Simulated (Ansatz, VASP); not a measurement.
Two plane-wave programs on Ta

File INCAR:

```
PREC = Accurate
ENCUT = 520
EDIFF = 1E-6
ISMEAR = 0
SIGMA = 0.05
LREAL = F
LASPH = T
NELM = 100
ALGO = Normal
ISIF = 2
LWAVE = F
LCHARG = T
GGA = PE
LELF = T
LVHAR = T
NBANDS = 12
```

File KPOINTS:

```
Automatic mesh
0
Gamma
  14 14 14
```

Contents of POSCAR:

```
Ta
1.0
   -1.6593554581      1.6593554581      1.6593554581
    1.6593554581     -1.6593554581      1.6593554581
    1.6593554581      1.6593554581     -1.6593554581
Ta
1
Direct
    0.0000000000      0.0000000000      0.0000000000
```

Input for Ansatz:

```yaml
crystal:
  lattice:
    - [-1.6593554581, 1.6593554581, 1.6593554581]
    - [1.6593554581, -1.6593554581, 1.6593554581]
    - [1.6593554581, 1.6593554581, -1.6593554581]
  atoms:
    - { symbol: Ta, position: [0.0, 0.0, 0.0] }
basis:
  ecutwfc: 420
  ecutrho_ratio: 4
kpoints:
  mp_grid: { grid: [14, 14, 14] }
hamiltonian:
  xc: pbe
scf:
  occupations: { method: gaussian, width: 0.05 }
output:
  forces: true
  stress: true
  eigenvalues: true
```

Alike in both runs: task single point; functional PBE; k mesh 14 × 14 × 14; occupations gaussian, width 0.05 eV; no spin polarisation.

```csv
,VASP,Ansatz
version,VASP 6.6.1,Ansatz 0.2.0
potentials or method,"VASP PAW PBE potentials, release 64 (Ta_pv), cutoff 520 eV","scalar-relativistic, plane waves, PAW"
valence electrons in the cell,11,13
```

Ansatz gave:

```
gap on the k mesh at the Fermi level (eV) : none
pressure (GPa)                            : 0.0
```

Q: What did VASP give for the same quantities?

A: gap on the k mesh at the Fermi level (eV): none; pressure (GPa): 0.1.

A gap of «none» marks a metal or a gap that the smearing closes. VASP's potentials hold 11 valence electrons a cell and Ansatz's 13, so a difference there can come from the potentials and not from the codes.

Spin-orbit coupling is off throughout.
